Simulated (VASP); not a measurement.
# Ir (P6_3/mmc) in VASP: notebook

Runs on Ir. Level: BLYP. Tasks: single point, relaxation of cell and atoms.

All numbers are computed with VASP 6.6.1; they aren't measurements. Logs are shortened: lines on timing, memory, paths and dates and some standing lists are left out, and cuts for length are marked.

**1. The cell of the first run**

It takes space group P6_3/mmc (No. 194, hexagonal). Conventional cell: a = 2.822 Å, b = 2.822 Å, c = 9.222 Å, α = 90.00°, β = 90.00°, γ = 120.00°. Ir (site symmetry -3m) has 12 Ir at 2.82 Å within 3.7 Å. Ir (site symmetry -6m2) has 12 Ir at 2.82 Å within 3.7 Å.

This isn't the form of Ir at room conditions, which is fcc.

**2. Single point, BLYP (15.90 Å³/atom)**

Contents of INCAR:

```
SYSTEM = Ir
  PREC = Accurate
  ENCUT = 500
  EDIFF = 1E-6
  ISMEAR = -1
  SIGMA = 0.1
  LREAL = .FALSE.
  LASPH = .TRUE.
  NELM = 120
  ALGO = Normal
  ISIF = 2
  LWAVE = .FALSE.
  LCHARG = .TRUE.
  GGA = B5
  ALDAX = 1.0
  AGGAX = 1.0
  AGGAC = 1.0
  ALDAC = 0.0
  LELF = .TRUE.
  LVHAR = .TRUE.
  NBANDS = 42
  GGA_COMPAT = .FALSE.
```

Contents of KPOINTS:

```
regular mesh
0
G
  15 15 4
  0 0 0
```

Contents of POSCAR:

```
Ir
1.0
    2.8222120879      0.0000000000      0.0000000000
   -1.4111060439      2.4441073630      0.0000000000
    0.0000000000      0.0000000000      9.2221280138
Ir
4
Direct
    1.0000000000      1.0000000000      1.0000000000
    1.0000000000      1.0000000000      0.5000000000
    0.3333333333      0.6666666667      0.2500000000
    0.6666666667      0.3333333333      0.7500000000
```

Potentials or basis: VASP PAW PBE potentials, release 64 (Ir_sv_GW).

Command:

```console
$ cat potpaw_PBE.64/Ir_sv_GW/POTCAR > POTCAR
$ mpirun -np 1 vasp_std > vasp.out
```

OUTCAR:

```text
SYSTEM = Ir
   PREC = Accurate
   ENCUT = 500
   EDIFF = 1E-6
   ISMEAR = -1
   LREAL = .FALSE.
   LASPH = .TRUE.
   NELM = 120
   ISIF = 2
   GGA = B5

 ion  position               nearest neighbor table
   1  0.000  0.000  0.000-   3 2.82   4 2.82   3 2.82   4 2.82   4 2.82   3 2.82
   2  0.000  0.000  0.500-   3 2.82   4 2.82   3 2.82   4 2.82   4 2.82   3 2.82
   3  0.333  0.667  0.250-   1 2.82   2 2.82   1 2.82   2 2.82   1 2.82   2 2.82
   4  0.667  0.333  0.750-   1 2.82   2 2.82   1 2.82   2 2.82   1 2.82   2 2.82

  LATTYP: Found a hexagonal cell.
 ALAT       =     2.8222120879
 C/A-ratio  =     3.2676948885

  Lattice vectors:

 A1 = (   2.8222120879,   0.0000000000,   0.0000000000)
 A2 = (  -1.4111060439,   2.4441073630,   0.0000000000)
 A3 = (   0.0000000000,   0.0000000000,   9.2221280138)

Analysis of symmetry for initial positions (statically):
=====================================================================
 Subroutine PRICEL returns:
 Original cell was already a primitive cell.

 Routine SETGRP: Setting up the symmetry group for a
 hexagonal supercell.

 Subroutine GETGRP returns: Found 24 space group operations
 (whereof 12 operations were pure point group operations)
 out of a pool of 24 trial point group operations.

The static configuration has the point symmetry D_3d.
 The point group associated with its full space group is D_6h.

Analysis of symmetry for dynamics (positions and initial velocities):
=====================================================================
 Subroutine PRICEL returns:
 Original cell was already a primitive cell.

 Routine SETGRP: Setting up the symmetry group for a
 hexagonal supercell.

 Subroutine GETGRP returns: Found 24 space group operations
 (whereof 12 operations were pure point group operations)
 out of a pool of 24 trial point group operations.

The dynamic configuration has the point symmetry D_3d.
 The point group associated with its full space group is D_6h.

 Subroutine INISYM returns: Found 24 space group operations
 (whereof 12 operations are pure point group operations),
 and found     1 'primitive' translations

----------------------------------------------------------------------------------------

                                     Primitive cell

  volume of cell :      63.6123

  direct lattice vectors                    reciprocal lattice vectors
     2.822212088  0.000000000  0.000000000     0.354331981  0.204573665  0.000000000
    -1.411106044  2.444107363  0.000000000     0.000000000  0.409147329  0.000000000
     0.000000000  0.000000000  9.222128014     0.000000000  0.000000000  0.108434843

  length of vectors
     2.822212088  2.822212088  9.222128014     0.409147329  0.409147329  0.108434843

  position of ions in fractional coordinates (direct lattice)
     0.000000000  0.000000000  0.000000000
     0.000000000  0.000000000  0.500000000
     0.333333333  0.666666667  0.250000000
     0.666666667  0.333333333  0.750000000

  ion indices of the primitive-cell ions
   primitive index   ion index
                 1           1
                 2           2
                 3           3
                 4           4

----------------------------------------------------------------------------------------

 KPOINTS: regular mesh

Automatic generation of k-mesh.
 Grid dimensions read from file:
 generate k-points for:   15   15    4

 Generating k-lattice:

  Cartesian coordinates                     Fractional coordinates (reciprocal lattice)
     0.023622132  0.013638244  0.000000000     0.066666667  0.000000000  0.000000000
     0.000000000  0.027276489  0.000000000     0.000000000  0.066666667  0.000000000
     0.000000000  0.000000000  0.027108711     0.000000000  0.000000000  0.250000000

  Length of vectors
     0.027276489  0.027276489  0.027108711

  Shift w.r.t. Gamma in fractional coordinates (k-lattice)
     0.000000000  0.000000000  0.000000000

 Subroutine IBZKPT returns following result:
 ===========================================

 Found     81 irreducible k-points:

 Following reciprocal coordinates:
            Coordinates               Weight
  0.000000  0.000000  0.000000      1.000000
  0.066667  0.000000  0.000000      6.000000
  0.133333  0.000000  0.000000      6.000000
  0.200000  0.000000  0.000000      6.000000
  0.266667  0.000000  0.000000      6.000000
  0.333333  0.000000  0.000000      6.000000
[... 16 lines left out ...]
  0.333333  0.200000  0.000000     12.000000
  0.400000  0.200000  0.000000      6.000000
 [... further k-points ...]
   k-points           NKPTS =     81   k-points in BZ     NKDIM =     81   number of bands    NBANDS=     42
   number of dos      NEDOS =    301   number of ions     NIONS =      4
   total plane-waves  NPLWV =  40320
   dimension x,y,z NGX =    24 NGY =   24 NGZ =   70
   dimension x,y,z NGXF=    48 NGYF=   48 NGZF=  140
   ions per type =               4
   NGX,Y,Z   is equivalent  to a cutoff of  14.14, 14.14, 12.62 a.u.
   NGXF,Y,Z  is equivalent  to a cutoff of  28.28, 28.28, 25.24 a.u.
 SYSTEM =  Ir
   PREC   = accura    normal or accurate (medium, high low for compatibility)
   ISTART =      0    job   : 0-new  1-cont  2-samecut
   ICHARG =      2    charge: 1-file 2-atom 10-const
   ISPIN  =      1    spin polarized calculation?
   LNONCOLLINEAR =      F non collinear calculations
   LSORBIT =      F    spin-orbit coupling
   LASPH  =      T    aspherical Exc in radial PAW
   ENCUT  =  500.0 eV  36.75 Ry    6.06 a.u.   5.15  5.15 16.81*2*pi/ulx,y,z
   NELM   =    120;   NELMIN=  2; NELMDL= -5     # of ELM steps
   EDIFF  = 0.1E-05   stopping-criterion for ELM
   LREAL  =      F    real-space projection
   EDIFFG = 0.1E-04   stopping-criterion for IOM
   NSW    =      0    number of steps for IOM
   IBRION =     -1    ionic relax: 0-MD 1-quasi-New 2-CG
   NFREE  =      0    steps in history (QN), initial steepest desc. (CG)
   ISIF   =      2    stress and relaxation
   ISYM   =      2    0-nonsym 1-usesym 2-fastsym
   POTIM  = 0.5000    time-step for ionic-motion
   TEBEG  =    0.0;   TEEND  =   0.0 temperature during run
   PSTRESS=    0.0 pullay stress
   NELECT =      68.0000    total number of electrons
   NUPDOWN=      -1.0000    fix difference up-down
   EMIN   =  10.00;   EMAX   =-10.00  energy-range for DOS
   EFERMI =   0.00;   METHOD = LEGACY
   ISMEAR =    -1;   SIGMA  =   0.10  broadening in eV -4-tet -1-fermi 0-gaus
   EFERMI_NEDOS =   21; number of points for ismear=-14 and -15
   IALGO  =     38    algorithm
   IMIX   =      4    mixing-type and parameters
     AMIX     =   0.40;   BMIX     =  1.00
     AMIX_MAG =   1.60;   BMIX_MAG =  1.00
  volume/ion in A,a.u.               =      15.90       107.32
  Fermi-wavevector in a.u.,A,eV,Ry     =   1.673905  3.163222 38.122947  2.801958
  Thomas-Fermi vector in A             =   2.758794
   LORBIT       =      0    0 simple, 1 ext, 2 COOP (PROOUT), +10 PAW based schemes
   GGA     = B5    functional components
   LHFCALC =     F    Hartree Fock is set to
   AEXX    =    0.0000 exact exchange contribution
   IVDW    =     0    specifies the selected vdW correction
   LEPSILON=     F    determine dielectric tensor
   LRPA    =     F    only Hartree local field effects (RPA)
 non-spin polarized calculation
  energy-cutoff  :      500.00
  volume of cell :       63.61
 maximum number of plane-waves:      1632
 NGX is ok and might be reduce to    24
   NGX = 11   NGY = 11   NGZ = 33

 number of electron      67.9999999 magnetization

 Free energy of the ion-electron system (eV)
  ---------------------------------------------------
  ext. energy  EPLUGINS =         0.00000000
  ---------------------------------------------------
  free energy    TOTEN  =       -32.14855790 eV

  energy without entropy =      -31.98945527  energy(sigma->0) =      -32.06900659

 E-fermi :  11.3057     XC(G=0): -13.1156

 val. band max:       11.3016767814   @ k =   0.1333   0.1333   0.0000
 cond. band min:      11.3311658608   @ k =   0.3333   0.0667   0.0000
 fundamental gap:      0.0294890793
 Fermi energy:        11.3057394963

 k-point     1 :       0.0000    0.0000    0.0000
  band No.  band energies     occupation
      1     -80.7695      2.00000
      2     -80.7558      2.00000
      3     -80.7427      2.00000
      4     -80.7288      2.00000
      5     -38.1274      2.00000
      6     -37.8719      2.00000
[... 34 lines left out ...]
     41      17.4344      0.00000
     42      24.1308      0.00000

 k-point     2 :       0.0667    0.0000    0.0000
  band No.  band energies     occupation
      1     -80.7680      2.00000
      2     -80.7549      2.00000
      3     -80.7412      2.00000
      4     -80.7283      2.00000
      5     -38.1200      2.00000
      6     -37.8735      2.00000
[... 34 lines left out ...]
     41      17.3917      0.00000
     42      24.3120      0.00000

 k-point     3 :       0.1333    0.0000    0.0000
  band No.  band energies     occupation
      1     -80.7637      2.00000
      2     -80.7517      2.00000
      3     -80.7381      2.00000
      4     -80.7261      2.00000
      5     -38.0991      2.00000
      6     -37.8839      2.00000
[... 34 lines left out ...]
     41      17.2763      0.00000
     42      24.7073      0.00000

 k-point     4 :       0.2000    0.0000    0.0000
  band No.  band energies     occupation
      1     -80.7575      2.00000
      2     -80.7473      2.00000
      3     -80.7334      2.00000
      4     -80.7231      2.00000
      5     -38.0666      2.00000
      6     -37.9133      2.00000
[... 844 lines left out ...]
     41      19.1355      0.00000
     42      19.8431      0.00000

 k-point    23 :       0.3333    0.2000    0.0000
  band No.  band energies     occupation
      1     -80.7313      2.00000
      2     -80.7296      2.00000
      3     -80.7156      2.00000
      4     -80.7141      2.00000
      5     -38.0724      2.00000
      6     -38.0421      2.00000
[... 34 lines left out ...]
     41      18.3371      0.00000
     42      18.9964      0.00000

 k-point    24 :       0.4000    0.2000    0.0000
  band No.  band energies     occupation
      1     -80.7296      2.00000
      2     -80.7285      2.00000
      3     -80.7146      2.00000
      4     -80.7139      2.00000
      5     -38.0805      2.00000
      6     -38.0484      2.00000
[... 34 lines left out ...]
     41      17.7430      0.00000
     42      17.9824      0.00000

 [... further k-points ...]
[... 5 lines left out ...]
  --------------------------------------------------------------------------------------
  -------------------------------------------------------------------------------------
  Total       -4.6666199     -4.6666199     -4.7200318     -0.0000000      0.0000000      0.0000000
  in kB     -117.5362786   -117.5362786   -118.8815425     -0.0000000      0.0000000      0.0000000
  external PRESSURE =    -117.9846999 kB  Pullay stress =       0.0000000 kB

 VOLUME and BASIS-vectors are now :
 -----------------------------------------------------------------------------
  energy-cutoff  :      500.00
  volume of cell :       63.61
      direct lattice vectors                 reciprocal lattice vectors
     2.822212088  0.000000000  0.000000000     0.354331981  0.204573665  0.000000000
    -1.411106044  2.444107363  0.000000000     0.000000000  0.409147329  0.000000000
     0.000000000  0.000000000  9.222128014     0.000000000  0.000000000  0.108434843

 POSITION                                       TOTAL-FORCE (eV/Angst)
 -----------------------------------------------------------------------------------
      0.00000      0.00000      0.00000        -0.000000      0.000000      0.000000
      0.00000      0.00000      4.61106        -0.000000      0.000000      0.000000
     -0.00000      1.62940      2.30553         0.000000     -0.000000     -0.000000
      1.41111      0.81470      6.91660        -0.000000      0.000000      0.000000
 -----------------------------------------------------------------------------------
    total drift:                               -0.000000      0.000000     -0.000000

  FREE ENERGIE OF THE ION-ELECTRON SYSTEM (eV)
  ---------------------------------------------------
  free  energy   TOTEN  =       -32.1485578988 eV

  energy  without entropy=      -31.9894552731  energy(sigma->0) =      -32.06900659
```

It took 4.9 min on 1 thread of AMD EPYC 7R43 (Zen 3), shared host; peak memory 0.25 GiB.

What came out:

```
Free energy            : -32.1486 eV
Pressure               : -11.8 GPa
Band gap on the k mesh : zero (bands 34 and 35 overlap by 2.07 eV)
```

Stress tensor (GPa, compression positive):
```
-11.75   0.00   0.00
  0.00 -11.75   0.00
  0.00   0.00 -11.89
```

Caveat: the cell stands under tension; the PAW data sets were made with another functional, which shifts forces and pressure a little; spin-orbit coupling is left out, which moves the levels of the heavy elements.

**3. Relaxation of cell and atoms, BLYP**

This run uses another cell than the first one, of 14.15 Å³/atom.

Contents of INCAR:

```
AGGAC = 1.0 ; AGGAX = 1.0
ALDAC = 0.0 ; ALDAX = 1.0
ALGO = Normal ; EDIFF = 1E-7
EDIFFG = -0.01 ; ENCUT = 500
GGA = B5 ; GGA_COMPAT = F
IBRION = 2 ; ISIF = 3
ISMEAR = -1 ; LASPH = T
LCHARG = F ; LREAL = F
LWAVE = F ; NELM = 120
NELMIN = 4 ; NSW = 80
PREC = Accurate ; SIGMA = 0.1
```

Contents of KPOINTS:

```
k-points
0
Gamma
  13 13 4
```

Contents of POSCAR:

```
Ir
1.0
    2.7148619862      0.0000000000      0.0000000000
   -1.3574309931      2.3511394478      0.0000000000
    0.0000000000      0.0000000000      8.8667392469
Ir
4
Direct
    0.0000000000      0.0000000000      0.0000000000
    0.0000000000      0.0000000000      0.5000000000
    0.3333333333      0.6666666667      0.2500000000
    0.6666666667      0.3333333333      0.7500000000
```

Potentials or basis: VASP PAW PBE potentials, release 64 (Ir_sv_GW).

Command:

```console
$ cat potpaw_PBE.64/Ir_sv_GW/POTCAR > POTCAR
$ mpirun -np 1 vasp_std > vasp.out
```

Run time: 9.5 min. Hardware: 1 thread of Intel Xeon 6975P-C (Granite Rapids), shared host; peak memory 0.24 GiB.

The run converged. Its results:

| Property | Result |
| --- | --- |
| Free energy | -32.1226 eV |
| Relaxed volume | 15.21 Å³/atom |
| Relaxed cell | a = 2.780 Å, b = 2.780 Å, c = 9.086 Å, α = 90.00°, β = 90.00°, γ = 120.00° |
| Space group after relaxing (to 0.1 Å) | P6_3/mmc (No. 194) |
| Pressure after relaxing | 0.1 GPa |
| Band gap on the k mesh | zero (bands 34 and 35 overlap by 2.23 eV) |

Final structure:
```cif
data_structure
_symmetry_space_group_name_H-M 'P 1'
_symmetry_Int_Tables_number 1
_cell_length_a 2.7804
_cell_length_b 2.7804
_cell_length_c 9.0864
_cell_angle_alpha 90.000
_cell_angle_beta 90.000
_cell_angle_gamma 120.000
_cell_volume 60.83
loop_
_atom_site_label
_atom_site_type_symbol
_atom_site_fract_x
_atom_site_fract_y
_atom_site_fract_z
_atom_site_occupancy
Ir1 Ir 0.00000 0.00000 0.00000 1
Ir2 Ir 0.00000 0.00000 0.50000 1
Ir3 Ir 0.33333 0.66667 0.25000 1
Ir4 Ir 0.66667 0.33333 0.75000 1
```

Levels at points of the mesh, in eV from the Fermi level:
| k point | band 31 | band 32 | band 33 | band 34 | band 35 | band 36 | band 37 | band 38 |
| --- | --- | --- | --- | --- | --- | --- | --- | --- |
| (0.00, 0.00, 0.00) | -2.99 | -1.64 | -1.64 | -0.95 | -0.95 | -0.35 | -0.35 | -0.26 |
| (0.00, 0.00, 0.50) | -2.22 | -2.22 | -1.28 | -1.28 | -1.28 | -1.28 | 0.15 | 0.15 |

Caveat: the PAW data sets were made with another functional, which shifts forces and pressure a little; spin-orbit coupling is left out, which moves the levels of the heavy elements.
